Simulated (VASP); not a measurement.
Input of a VASP 6.6.1 run:

INCAR

```
PREC = Accurate
ENCUT = 600
EDIFF = 1E-6
ISMEAR = 0
SIGMA = 0.1
LREAL = False
LASPH = True
NELM = 60
ALGO = Normal
ISIF = 3
LWAVE = False
LCHARG = False
GGA = PE
IBRION = 2
NSW = 90
EDIFFG = -0.04
```

KPOINTS

```
regular mesh
0
Gamma
  6 6 4
```

Contents of POSCAR:

```
TiH3
1.0
    3.5423557100      0.0000000000      0.0000000000
   -1.7711778500      3.0677700300      0.0000000000
    0.0000000000      0.0000000000      5.9310652600
Ti H
2 6
Direct
    0.3333333300      0.6666666700      0.2500000000
    0.6666666700      0.3333333300      0.7500000000
    0.3333333300      0.6666666700      0.5634160300
    0.3333333300      0.6666666700      0.9365839700
    0.6666666700      0.3333333300      0.4365839700
    0.6666666700      0.3333333300      0.0634160300
    0.0000000000      0.0000000000      0.2500000000
    0.0000000000      0.0000000000      0.7500000000
```

Potentials or basis: VASP PAW PBE potentials, release 64 (Ti_sv, H).

Command:

```sh
$ cat potpaw_PBE.64/Ti_sv/POTCAR potpaw_PBE.64/H/POTCAR > POTCAR
$ mpirun -np 1 vasp_std > vasp.out
```

Question: Estimate the relaxed cell.

Answer: a = 3.172 Å, b = 3.172 Å, c = 5.601 Å, α = 90.00°, β = 90.00°, γ = 120.00°.

Question: What does it give for the band gap on the k mesh?

Answer: Zero (band 15 reaches 8.00 eV, above the bottom of band 16 at 6.91 eV).

Final structure:
```xyz
8
Lattice="3.1717 0.0000 0.0000 -1.5859 2.7468 0.0000 0.0000 0.0000 5.6005" Properties=species:S:1:pos:R:3 pbc="T T T"
Ti    0.0000    1.8312    1.4001
Ti    1.5859    0.9156    4.2004
H     0.0000    1.8312    3.3246
H     0.0000    1.8312    5.0762
H     1.5859    0.9156    2.2759
H     1.5859    0.9156    0.5243
H     0.0000    0.0000    1.4001
H     0.0000    0.0000    4.2004
```
